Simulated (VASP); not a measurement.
# Au (P6_3/mmc) in VASP: notebook

Au is run at these levels: RPBE; tasks: single point.

Everything below comes from runs of VASP 6.6.1. Logs are shortened: lines on timing, memory, paths and dates and some standing lists are left out, and cuts for length are marked.

## 1. The cell of the first run

It takes space group P6_3/mmc (No. 194, hexagonal). Conventional cell: a = 2.820 Å, b = 2.820 Å, c = 4.733 Å, α = 90.00°, β = 90.00°, γ = 120.00°. Within 3.7 Å of Au (site symmetry -6m2) lie 12 Au at 2.82 to 2.87 Å.

This isn't the form of Au at room conditions, which is fcc.

## 2. Single point, RPBE (16.30 Å³/atom)

INCAR

```
ALGO = Normal
EDIFF = 1E-6
ENCUT = 520
GGA = RP
ISIF = 2
ISMEAR = -1
LASPH = T
LCHARG = F
LREAL = F
LWAVE = F
NBANDS = 18
NELM = 100
PREC = Accurate
SIGMA = 0.1
```

KPOINTS

```
k-points
0
Gamma
  14 14 7
```

POSCAR

```
Au
1.0
    2.8202806080      0.0000000000      0.0000000000
   -1.4101403040      2.4424346523      0.0000000000
    0.0000000000      0.0000000000      4.7328803680
Au
2
Direct
    0.3333333333      0.6666666667      0.2500000000
    0.6666666667      0.3333333333      0.7500000000
```

Potentials or basis: VASP PAW PBE potentials, release 64 (Au).

Command:

```sh
cat potpaw_PBE.64/Au/POTCAR > POTCAR
mpirun -np 1 vasp_std > vasp.out
```

OUTCAR:

```text
EDIFF = 1E-6
   ENCUT = 520
   GGA = RP
   ISIF = 2
   ISMEAR = -1
   LASPH = T
   LREAL = F
   NELM = 100
   PREC = Accurate

 ion  position               nearest neighbor table
   1  0.333  0.667  0.250-   2 2.87   2 2.87   2 2.87   2 2.87   2 2.87   2 2.87
   2  0.667  0.333  0.750-   1 2.87   1 2.87   1 2.87   1 2.87   1 2.87   1 2.87

  LATTYP: Found a hexagonal cell.
 ALAT       =     2.8202806080
 C/A-ratio  =     1.6781593841

  Lattice vectors:

 A1 = (   2.8202806080,   0.0000000000,   0.0000000000)
 A2 = (  -1.4101403040,   2.4424346523,   0.0000000000)
 A3 = (   0.0000000000,   0.0000000000,   4.7328803680)

Analysis of symmetry for initial positions (statically):
=====================================================================
 Subroutine PRICEL returns:
 Original cell was already a primitive cell.

 Routine SETGRP: Setting up the symmetry group for a
 hexagonal supercell.

 Subroutine GETGRP returns: Found 24 space group operations
 (whereof 12 operations were pure point group operations)
 out of a pool of 24 trial point group operations.

The static configuration has the point symmetry D_3d.
 The point group associated with its full space group is D_6h.

Analysis of symmetry for dynamics (positions and initial velocities):
=====================================================================
 Subroutine PRICEL returns:
 Original cell was already a primitive cell.

 Routine SETGRP: Setting up the symmetry group for a
 hexagonal supercell.

 Subroutine GETGRP returns: Found 24 space group operations
 (whereof 12 operations were pure point group operations)
 out of a pool of 24 trial point group operations.

The dynamic configuration has the point symmetry D_3d.
 The point group associated with its full space group is D_6h.

 Subroutine INISYM returns: Found 24 space group operations
 (whereof 12 operations are pure point group operations),
 and found     1 'primitive' translations

----------------------------------------------------------------------------------------

                                     Primitive cell

  volume of cell :      32.6017

  direct lattice vectors                    reciprocal lattice vectors
     2.820280608  0.000000000  0.000000000     0.354574647  0.204713768  0.000000000
    -1.410140304  2.442434652  0.000000000     0.000000000  0.409427535  0.000000000
     0.000000000  0.000000000  4.732880368     0.000000000  0.000000000  0.211287825

  length of vectors
     2.820280608  2.820280608  4.732880368     0.409427535  0.409427535  0.211287825

  position of ions in fractional coordinates (direct lattice)
     0.333333333  0.666666667  0.250000000
     0.666666667  0.333333333  0.750000000

  ion indices of the primitive-cell ions
   primitive index   ion index
                 1           1
                 2           2

----------------------------------------------------------------------------------------

 KPOINTS: k-points

Automatic generation of k-mesh.
 Grid dimensions read from file:
 generate k-points for:   14   14    7

 Generating k-lattice:

  Cartesian coordinates                     Fractional coordinates (reciprocal lattice)
     0.025326760  0.014622412  0.000000000     0.071428571  0.000000000  0.000000000
     0.000000000  0.029244824  0.000000000     0.000000000  0.071428571  0.000000000
     0.000000000  0.000000000  0.030183975     0.000000000  0.000000000  0.142857143

  Length of vectors
     0.029244824  0.029244824  0.030183975

  Shift w.r.t. Gamma in fractional coordinates (k-lattice)
     0.000000000  0.000000000  0.000000000

 Subroutine IBZKPT returns following result:
 ===========================================

 Found     96 irreducible k-points:

 Following reciprocal coordinates:
            Coordinates               Weight
  0.000000  0.000000  0.000000      1.000000
  0.071429  0.000000  0.000000      6.000000
  0.142857  0.000000  0.000000      6.000000
  0.214286  0.000000  0.000000      6.000000
  0.285714 -0.000000  0.000000      6.000000
  0.357143 -0.000000  0.000000      6.000000
[... 16 lines left out ...]
  0.285714  0.285714  0.000000      6.000000
  0.357143  0.285714  0.000000      6.000000
 [... further k-points ...]
   k-points           NKPTS =     96   k-points in BZ     NKDIM =     96   number of bands    NBANDS=     18
   number of dos      NEDOS =    301   number of ions     NIONS =      2
   total plane-waves  NPLWV =  20736
   dimension x,y,z NGX =    24 NGY =   24 NGZ =   36
   dimension x,y,z NGXF=    48 NGYF=   48 NGZF=   72
   ions per type =               2
   NGX,Y,Z   is equivalent  to a cutoff of  14.15, 14.15, 12.65 a.u.
   NGXF,Y,Z  is equivalent  to a cutoff of  28.29, 28.29, 25.29 a.u.
 SYSTEM =  unknown system
   PREC   = accura    normal or accurate (medium, high low for compatibility)
   ISTART =      0    job   : 0-new  1-cont  2-samecut
   ICHARG =      2    charge: 1-file 2-atom 10-const
   ISPIN  =      1    spin polarized calculation?
   LNONCOLLINEAR =      F non collinear calculations
   LSORBIT =      F    spin-orbit coupling
   LASPH  =      T    aspherical Exc in radial PAW
   ENCUT  =  520.0 eV  38.22 Ry    6.18 a.u.   5.24  5.24  8.80*2*pi/ulx,y,z
   NELM   =    100;   NELMIN=  2; NELMDL= -5     # of ELM steps
   EDIFF  = 0.1E-05   stopping-criterion for ELM
   LREAL  =      F    real-space projection
   EDIFFG = 0.1E-04   stopping-criterion for IOM
   NSW    =      0    number of steps for IOM
   IBRION =     -1    ionic relax: 0-MD 1-quasi-New 2-CG
   NFREE  =      0    steps in history (QN), initial steepest desc. (CG)
   ISIF   =      2    stress and relaxation
   ISYM   =      2    0-nonsym 1-usesym 2-fastsym
   POTIM  = 0.5000    time-step for ionic-motion
   TEBEG  =    0.0;   TEEND  =   0.0 temperature during run
   PSTRESS=    0.0 pullay stress
   NELECT =      22.0000    total number of electrons
   NUPDOWN=      -1.0000    fix difference up-down
   EMIN   =  10.00;   EMAX   =-10.00  energy-range for DOS
   EFERMI =   0.00;   METHOD = LEGACY
   ISMEAR =    -1;   SIGMA  =   0.10  broadening in eV -4-tet -1-fermi 0-gaus
   EFERMI_NEDOS =   21; number of points for ismear=-14 and -15
   IALGO  =     38    algorithm
   IMIX   =      4    mixing-type and parameters
     AMIX     =   0.40;   BMIX     =  1.00
     AMIX_MAG =   1.60;   BMIX_MAG =  1.00
  volume/ion in A,a.u.               =      16.30       110.00
  Fermi-wavevector in a.u.,A,eV,Ry     =   1.435937  2.713528 28.054067  2.061916
  Thomas-Fermi vector in A             =   2.555181
   LORBIT       =      0    0 simple, 1 ext, 2 COOP (PROOUT), +10 PAW based schemes
   GGA     = RP    functional components
   LHFCALC =     F    Hartree Fock is set to
   AEXX    =    0.0000 exact exchange contribution
   IVDW    =     0    specifies the selected vdW correction
   LEPSILON=     F    determine dielectric tensor
   LRPA    =     F    only Hartree local field effects (RPA)
 non-spin polarized calculation
  energy-cutoff  :      520.00
  volume of cell :       32.60
 maximum number of plane-waves:       892
 NGX is ok and might be reduce to    24
   NGX = 11   NGY = 11   NGZ = 17

 number of electron      22.0000000 magnetization

 Free energy of the ion-electron system (eV)
  ---------------------------------------------------
  ext. energy  EPLUGINS =         0.00000000
  ---------------------------------------------------
  free energy    TOTEN  =        -4.99093926 eV

  energy without entropy =       -4.96191309  energy(sigma->0) =       -4.97642617

 E-fermi :  10.3490     XC(G=0): -12.9060

 val. band max:       10.3397075553   @ k =   0.2857  -0.0000   0.2857
 cond. band min:      10.3606455568   @ k =   0.2857   0.1429   0.4286
 fundamental gap:      0.0209380015
 Fermi energy:        10.3490204893

 k-point     1 :       0.0000    0.0000    0.0000
  band No.  band energies     occupation
      1       0.0320      2.00000
      2       2.5243      2.00000
      3       5.1988      2.00000
      4       5.4921      2.00000
      5       5.4921      2.00000
      6       5.8316      2.00000
[... 10 lines left out ...]
     17      29.3480      0.00000
     18      29.3480      0.00000

 k-point     2 :       0.0714    0.0000    0.0000
  band No.  band energies     occupation
      1       0.2010      2.00000
      2       2.6651      2.00000
      3       5.1321      2.00000
      4       5.5443      2.00000
      5       5.6084      2.00000
      6       5.7696      2.00000
[... 10 lines left out ...]
     17      28.4664      0.00000
     18      28.5391      0.00000

 k-point     3 :       0.1429    0.0000    0.0000
  band No.  band energies     occupation
      1       0.6882      2.00000
      2       3.0384      2.00000
      3       4.9514      2.00000
      4       5.5402      2.00000
      5       5.8231      2.00000
      6       5.9106      2.00000
[... 10 lines left out ...]
     17      26.8437      0.00000
     18      28.3258      0.00000

 k-point     4 :       0.2143    0.0000    0.0000
  band No.  band energies     occupation
      1       1.4212      2.00000
      2       3.4311      2.00000
      3       4.8604      2.00000
      4       5.1537      2.00000
      5       5.3575      2.00000
      6       6.0904      2.00000
[... 375 lines left out ...]
      4       5.2566      2.00000
      5       5.3065      2.00000
      6       5.5758      2.00000
[... 10 lines left out ...]
     17      22.7596      0.00000
     18      24.0527      0.00000

 k-point    23 :       0.2857    0.2857    0.0000
  band No.  band energies     occupation
      1       3.7769      2.00000
      2       4.0953      2.00000
      3       4.3682      2.00000
      4       4.8653      2.00000
      5       5.1981      2.00000
      6       5.5679      2.00000
[... 10 lines left out ...]
     17      22.5341      0.00000
     18      22.9967      0.00000

 k-point    24 :       0.3571    0.2857    0.0000
  band No.  band energies     occupation
      1       3.7498      2.00000
      2       4.2652      2.00000
      3       4.3059      2.00000
      4       4.9945      2.00000
      5       5.2678      2.00000
      6       5.4110      2.00000
[... 10 lines left out ...]
     17      21.8690      0.00000
     18      22.0387      0.00000

 [... further k-points ...]
[... 5 lines left out ...]
  --------------------------------------------------------------------------------------
  -------------------------------------------------------------------------------------
  Total        4.6259402      4.6259402      4.3635319      0.0000000      0.0000000     -0.0000000
  in kB      227.3368296    227.3368296    214.4410550      0.0000000      0.0000000     -0.0000000
  external PRESSURE =     223.0382381 kB  Pullay stress =       0.0000000 kB

 VOLUME and BASIS-vectors are now :
 -----------------------------------------------------------------------------
  energy-cutoff  :      520.00
  volume of cell :       32.60
      direct lattice vectors                 reciprocal lattice vectors
     2.820280608  0.000000000  0.000000000     0.354574647  0.204713768  0.000000000
    -1.410140304  2.442434652  0.000000000     0.000000000  0.409427535  0.000000000
     0.000000000  0.000000000  4.732880368     0.000000000  0.000000000  0.211287825

 POSITION                                       TOTAL-FORCE (eV/Angst)
 -----------------------------------------------------------------------------------
     -0.00000      1.62829      1.18322        -0.000000      0.000000      0.000000
      1.41014      0.81414      3.54966         0.000000     -0.000000      0.000000
 -----------------------------------------------------------------------------------
    total drift:                               -0.000000      0.000000     -0.000000

  FREE ENERGIE OF THE ION-ELECTRON SYSTEM (eV)
  ---------------------------------------------------
  free  energy   TOTEN  =        -4.9909392558 eV

  energy  without entropy=       -4.9619130894  energy(sigma->0) =       -4.97642617
```

Run time: 62 s. Hardware: 1 thread of Intel Xeon 8259CL, shared host; peak memory 0.19 GiB.

Results:

```yaml
Free_energy: -4.9909 eV
Pressure: 22.3 GPa
Band_gap_on_the_k_mesh: zero (bands 11 and 12 overlap by 6.22 eV)
```

Caveat: the cell stands under pressure; the PAW data sets were made with another functional, which shifts forces and pressure a little; spin-orbit coupling is left out, which moves the levels of the heavy elements.

## 3. Single point, RPBE (17.04 Å³/atom)

This run uses another cell than the first one, of 17.04 Å³/atom.

INCAR

```
SYSTEM = Au
ALGO = Normal
EDIFF = 1E-6
ENCUT = 520
GGA = RP
ISIF = 2
ISMEAR = -1
LASPH = .TRUE.
LCHARG = .FALSE.
LREAL = .FALSE.
LWAVE = .FALSE.
NBANDS = 18
NELM = 80
PREC = Accurate
SIGMA = 0.1
```

KPOINTS

```
k-points
0
G
  14 14 7
  0 0 0
```

POSCAR

```
Au
1.0
    2.8623805552      0.0000000000      0.0000000000
   -1.4311902776      2.4788942761      0.0000000000
    0.0000000000      0.0000000000      4.8035307895
Au
2
Direct
    0.3333333333      0.6666666667      0.2500000000
    0.6666666667      0.3333333333      0.7500000000
```

Potentials or basis: VASP PAW PBE potentials, release 64 (Au).

Command:

```sh
cat potpaw_PBE.64/Au/POTCAR > POTCAR
mpirun -np 1 vasp_std > vasp.out
```

OUTCAR:

```text
SYSTEM = Au
   EDIFF = 1E-6
   ENCUT = 520
   GGA = RP
   ISIF = 2
   ISMEAR = -1
   LASPH = .TRUE.
   LREAL = .FALSE.
   NELM = 80
   PREC = Accurate

 ion  position               nearest neighbor table
   1  0.333  0.667  0.250-   2 2.92   2 2.92   2 2.92   2 2.92   2 2.92   2 2.92
   2  0.667  0.333  0.750-   1 2.92   1 2.92   1 2.92   1 2.92   1 2.92   1 2.92

  LATTYP: Found a hexagonal cell.
 ALAT       =     2.8623805552
 C/A-ratio  =     1.6781593841

  Lattice vectors:

 A1 = (   2.8623805552,   0.0000000000,   0.0000000000)
 A2 = (  -1.4311902776,   2.4788942761,   0.0000000000)
 A3 = (   0.0000000000,   0.0000000000,   4.8035307895)

Analysis of symmetry for initial positions (statically):
=====================================================================
 Subroutine PRICEL returns:
 Original cell was already a primitive cell.

 Routine SETGRP: Setting up the symmetry group for a
 hexagonal supercell.

 Subroutine GETGRP returns: Found 24 space group operations
 (whereof 12 operations were pure point group operations)
 out of a pool of 24 trial point group operations.

The static configuration has the point symmetry D_3d.
 The point group associated with its full space group is D_6h.

Analysis of symmetry for dynamics (positions and initial velocities):
=====================================================================
 Subroutine PRICEL returns:
 Original cell was already a primitive cell.

 Routine SETGRP: Setting up the symmetry group for a
 hexagonal supercell.

 Subroutine GETGRP returns: Found 24 space group operations
 (whereof 12 operations were pure point group operations)
 out of a pool of 24 trial point group operations.

The dynamic configuration has the point symmetry D_3d.
 The point group associated with its full space group is D_6h.

 Subroutine INISYM returns: Found 24 space group operations
[... 106 lines left out ...]
   TEBEG  =    0.0;   TEEND  =   0.0 temperature during run
   PSTRESS=    0.0 pullay stress
   NELECT =      22.0000    total number of electrons
   NUPDOWN=      -1.0000    fix difference up-down
   EMIN   =  10.00;   EMAX   =-10.00  energy-range for DOS
   EFERMI =   0.00;   METHOD = LEGACY
   ISMEAR =    -1;   SIGMA  =   0.10  broadening in eV -4-tet -1-fermi 0-gaus
   EFERMI_NEDOS =   21; number of points for ismear=-14 and -15
   IALGO  =     38    algorithm
   IMIX   =      4    mixing-type and parameters
     AMIX     =   0.40;   BMIX     =  1.00
     AMIX_MAG =   1.60;   BMIX_MAG =  1.00
  volume/ion in A,a.u.               =      17.04       115.00
  Fermi-wavevector in a.u.,A,eV,Ry     =   1.414817  2.673617 27.234896  2.001708
  Thomas-Fermi vector in A             =   2.536320
   LORBIT       =      0    0 simple, 1 ext, 2 COOP (PROOUT), +10 PAW based schemes
   GGA     = RP    functional components
   LHFCALC =     F    Hartree Fock is set to
   AEXX    =    0.0000 exact exchange contribution
   IVDW    =     0    specifies the selected vdW correction
   LEPSILON=     F    determine dielectric tensor
   LRPA    =     F    only Hartree local field effects (RPA)
 non-spin polarized calculation
  energy-cutoff  :      520.00
  volume of cell :       34.08
 maximum number of plane-waves:       936
 NGX is ok and might be reduce to    24
   NGX = 11   NGY = 11   NGZ = 17

 number of electron      22.0000003 magnetization

 Free energy of the ion-electron system (eV)
  ---------------------------------------------------
  ext. energy  EPLUGINS =         0.00000000
  ---------------------------------------------------
  free energy    TOTEN  =        -5.15263554 eV

  energy without entropy =       -5.12383414  energy(sigma->0) =       -5.13823484

 E-fermi :   9.5866     XC(G=0): -12.6316

 val. band max:        9.5782195474   @ k =   0.4286   0.0714   0.1429
 cond. band min:       9.5991272516   @ k =   0.2857   0.1429   0.4286
 fundamental gap:      0.0209077042
 Fermi energy:         9.5865799648

 k-point     1 :       0.0000    0.0000    0.0000
  band No.  band energies     occupation
      1      -0.2435      2.00000
      2       2.1895      2.00000
      3       4.7046      2.00000
      4       4.9796      2.00000
      5       4.9796      2.00000
      6       5.2918      2.00000
[... 481 lines left out ...]
      5       4.7793      2.00000
      6       4.9137      2.00000
[... 10 lines left out ...]
     17      20.7557      0.00000
     18      20.9491      0.00000

 [... further k-points ...]
[... 5 lines left out ...]
  --------------------------------------------------------------------------------------
  -------------------------------------------------------------------------------------
  Total        2.7849422      2.7849422      2.5892264     -0.0000000      0.0000000      0.0000000
  in kB      130.9124077    130.9124077    121.7123507     -0.0000000      0.0000000      0.0000000
  external PRESSURE =     127.8457221 kB  Pullay stress =       0.0000000 kB

 VOLUME and BASIS-vectors are now :
 -----------------------------------------------------------------------------
  energy-cutoff  :      520.00
  volume of cell :       34.08
      direct lattice vectors                 reciprocal lattice vectors
     2.862380555  0.000000000  0.000000000     0.349359556  0.201702834  0.000000000
    -1.431190278  2.478894276  0.000000000     0.000000000  0.403405667  0.000000000
     0.000000000  0.000000000  4.803530789     0.000000000  0.000000000  0.208180200

 POSITION                                       TOTAL-FORCE (eV/Angst)
 -----------------------------------------------------------------------------------
     -0.00000      1.65260      1.20088        -0.000000     -0.000000      0.000000
      1.43119      0.82630      3.60265         0.000000      0.000000      0.000000
 -----------------------------------------------------------------------------------
    total drift:                               -0.000000      0.000000     -0.000000

  FREE ENERGIE OF THE ION-ELECTRON SYSTEM (eV)
  ---------------------------------------------------
  free  energy   TOTEN  =        -5.1526355430 eV

  energy  without entropy=       -5.1238341369  energy(sigma->0) =       -5.13823484
```

OSZICAR:

```text
N       E                     dE             d eps       ncg     rms          rms(c)
DAV:   1     0.125129609687E+03    0.12513E+03   -0.11814E+04  3456   0.119E+03
DAV:   2    -0.353198857617E+01   -0.12866E+03   -0.12302E+03  3674   0.262E+02
DAV:   3    -0.559095369569E+01   -0.20590E+01   -0.20478E+01  4034   0.335E+01
DAV:   4    -0.559957502112E+01   -0.86213E-02   -0.86205E-02  3856   0.230E+00
DAV:   5    -0.559965368748E+01   -0.78666E-04   -0.78665E-04  3866   0.234E-01    0.132E+01
DAV:   6    -0.518835918860E+01    0.41129E+00   -0.74182E-01  3586   0.804E+00    0.853E+00
DAV:   7    -0.515680156238E+01    0.31558E-01   -0.11392E-01  3720   0.316E+00    0.312E+00
DAV:   8    -0.515263515462E+01    0.41664E-02   -0.11922E-02  3606   0.902E-01    0.332E-01
DAV:   9    -0.515261454135E+01    0.20613E-04   -0.51298E-05  3922   0.623E-02    0.360E-02
DAV:  10    -0.515263564328E+01   -0.21102E-04   -0.12010E-05  3790   0.344E-02    0.264E-03
DAV:  11    -0.515263554302E+01    0.10026E-06   -0.30717E-07  2182   0.452E-03
   1 F= -.51526355E+01 E0= -.51382348E+01  d E =-.288014E-01
```

Run time: 63 s. Hardware: 1 thread of Intel Xeon 8259CL, shared host; peak memory 0.19 GiB.

What came out:

* Free energy: -5.1526 eV
* Pressure: 12.8 GPa
* Band gap on the k mesh: zero (bands 11 and 12 overlap by 5.99 eV)

Stress tensor (GPa, compression positive):
```
13.09  0.00  0.00
 0.00 13.09  0.00
 0.00  0.00 12.17
```

Caveat: the cell stands under pressure; the PAW data sets were made with another functional, which shifts forces and pressure a little; spin-orbit coupling is left out, which moves the levels of the heavy elements.
